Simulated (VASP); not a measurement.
A run of VASP 6.6.1 is set up as follows.

The input INCAR:

```
  ALGO = Normal
  EDIFF = 1E-7
  ENCUT = 520
  ISIF = 2
  ISMEAR = -1
  LASPH = True
  LCHARG = False
  LREAL = False
  LWAVE = False
  NBANDS = 24
  NELM = 80
  PREC = Accurate
  SIGMA = 0.1
```

Contents of KPOINTS:

```
k-points
0
Gamma
  9 8 5
```

POSCAR

```
AgPdO2
1.0
    2.9067340353      0.0000000000      0.0000000000
    0.0000000000      3.2011463740      0.0000000000
    0.0000000000      0.0000000000      5.3490612684
Ag Pd O
1 1 2
Direct
    0.5000000000      0.5000000000      0.5000000000
    0.0000000000      0.0000000000      0.0000000000
    0.5000000000      0.0000000000      0.2469812048
    0.5000000000      0.0000000000      0.7530187952
```

Potentials or basis: VASP PAW LDA potentials, release 64 (Ag, Pd, O).

Launch:

```bash
$ cat potpaw_LDA.64/Ag/POTCAR potpaw_LDA.64/Pd/POTCAR potpaw_LDA.64/O/POTCAR > POTCAR
$ mpirun -np 1 vasp_std > vasp.out
```

Q: What does it give for the band gap on the k mesh?

A: Zero (an odd number of electrons rules out a gap without spin polarisation).

Q: Predict the pressure.

A: 6.3 GPa.

Q: Predict the largest force.

A: 0.037 eV/Å.

Forces in eV/Å, atoms in the order of the input:
```
Ag   0.000  0.000  0.000
Pd   0.000  0.000  0.000
O    0.000  0.000  0.037
O    0.000  0.000 -0.037
```

Caveat: the cell stands under pressure; an odd number of electrons without spin polarisation forces a metal; a magnetic or distorted state may lie lower.
